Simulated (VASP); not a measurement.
Set up this calculation in VASP 6.6.1, as the native input.

- Task: electric field gradients
- Functional: PBE
- Potentials or basis: VASP PAW PBE potentials, release 64 (As_d)
- Cutoff: 520 eV
- k mesh: 10 × 10 × 10
- Occupations: fermi-dirac, width 0.05 eV
- Spin: no spin polarisation
- Dipole correction: no
- Further INCAR settings: ALGO = Normal; EDIFF = 1e-08; NBANDS = 22

The structure of As lies in POSCAR:

```
As
1.0
    1.8797494575      1.0852738553      3.4857700000
   -1.8797494575      1.0852738553      3.4857700000
    0.0000000000     -2.1705477106      3.4857700000
As
2
Direct
    0.2275400000      0.2275400000      0.2275400000
    0.7724600000      0.7724600000      0.7724600000
```

These files were run (other wordings do the same):

INCAR

```
PREC     = Accurate       # precision mode
ENCUT    = 520            # plane-wave cutoff, eV
EDIFF    = 1E-8           # SCF threshold, eV
ISMEAR   = -1             # smearing method
SIGMA    = 0.05           # smearing width, eV
LREAL    = False          # projectors in reciprocal space
LASPH    = True           # aspherical terms in the spheres
NELM     = 120            # most SCF steps
ALGO     = Normal         # electronic algorithm
ISIF     = 2              # what is computed and relaxed
LWAVE    = False          # write WAVECAR
LCHARG   = False          # write CHGCAR
GGA      = PE             # functional
LEFG     = True         
NBANDS   = 22             # bands
GGA_COMPAT= False
```

KPOINTS

```
regular mesh
0
Gamma
  10 10 10
```

Potentials or basis: VASP PAW PBE potentials, release 64 (As_d).

Launch:

```console
$ cat potpaw_PBE.64/As_d/POTCAR > POTCAR
$ mpirun -np 1 vasp_std > vasp.out
```

Results of the run:

```
Pressure                                : 3.7 GPa
Largest force                           : 0.242 eV/Å
Band gap on the k mesh                  : zero (bands 15 and 16 overlap by 0.43 eV)
Largest electric field gradient by atom : As -48.9 V/Å²
```

Caveat: the cell stands under pressure; without QUAD_EFG the Cq values of the log hold for a quadrupole moment of 1 mb, not for the nuclei.

It took 44 s on 1 thread of Intel(R) Xeon(R) 6975P-C (Granite Rapids) (shared host), peak memory 0.22 GiB.
